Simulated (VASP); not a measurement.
Ru: single point with PBEsol

Ru:

```xyz
2
Lattice="2.7167 0.0000 0.0000 -1.3583 2.3527 0.0000 0.0000 0.0000 4.4350" Properties=species:S:1:pos:R:3 pbc="T T T"
Ru    0.0000    1.5685    1.1087
Ru    1.3583    0.7842    3.3262
```

This cell differs from its parent crystal: volume 14.173 Å^3 an atom, c/a of the conventional cell 1.6325.

```
Program             : VASP 6.6.1
Task                : single point
Functional          : PBEsol
Potentials or basis : VASP PAW PBE potentials, release 64 (Ru_pv)
Cutoff              : 520 eV
k mesh              : 21 × 21 × 12
Occupations         : gaussian, width 0.15 eV
Spin                : no spin polarisation
```

The pressure is -18.6 GPa and the band gap on the k mesh is zero (band 14 reaches 13.44 eV, above the bottom of band 15 at 10.54 eV).

Stress tensor (GPa, compression positive):
```
-13.83   0.00   0.00
  0.00 -13.83   0.00
  0.00   0.00 -28.18
```

Levels at points of the mesh, in eV from the Fermi level:
```tsv
k point	band 10	band 11	band 12	band 13	band 14	band 15	band 16	band 17	band 18	band 19
(0.00, 0.00, 0.00)	-2.42	-2.42	-1.85	-1.85	-1.09	-1.09	0.85	1.12	1.12	9.31
(0.00, 0.00, 0.50)	-2.76	-2.51	-2.51	-2.51	-2.51	0.49	0.49	0.49	0.49	10.33
```

Wall time 77 s on 1 thread of Intel(R) Xeon(R) Platinum 8559C (Emerald Rapids) (shared host), peak memory 0.26 GiB.

Caveat: the PAW data sets were made with another functional, which shifts forces and pressure a little.
